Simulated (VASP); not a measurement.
Input of a VASP 6.6.1 run:

INCAR

```
SYSTEM = Al4In
  PREC = Accurate
  ENCUT = 520
  EDIFF = 1E-7
  ISMEAR = 0
  SIGMA = 0.1
  LREAL = .False.
  LASPH = .True.
  NELM = 100
  ALGO = Normal
  ISIF = 2
  LWAVE = .False.
  LCHARG = .True.
  GGA = PE
  LELF = .True.
  LVHAR = .True.
  NBANDS = 20
```

Contents of KPOINTS:

```
Automatic mesh
0
Gamma
  4 4 4
  0 0 0
```

POSCAR

```
Al4In
1.0
   -3.0242834000      3.0242834000      3.0242834000
    3.0242834000     -3.0242834000      3.0242834000
    3.0242834000      3.0242834000     -3.0242834000
Al In
4 1
Direct
    0.3495999900      0.3495999900      0.3495999900
    0.6504000100      0.0000000000      0.0000000000
    0.0000000000      0.0000000000      0.6504000100
    0.0000000000      0.6504000100      0.0000000000
    0.0000000000      0.0000000000      0.0000000000
```

Potentials or basis: VASP PAW PBE potentials, release 64 (Al, In_d).

Launch:

```bash
$ cat potpaw_PBE.64/Al/POTCAR potpaw_PBE.64/In_d/POTCAR > POTCAR
$ mpirun -np 1 vasp_std > vasp.out
```

Predict the pressure.

68.9 GPa.

Estimate the largest force.

20.793 eV/Å.

Forces on the atoms (eV/Å):
```
Al   12.005  12.005  12.005
Al   12.005 -12.005 -12.005
Al  -12.005 -12.005  12.005
Al  -12.005  12.005 -12.005
In    0.000   0.000   0.000
```

Caveat: the k points lie up to 0.37 Å⁻¹ apart; forces of over 1 eV/Å act on the atoms, so gaps and moduli don't describe the material at rest.
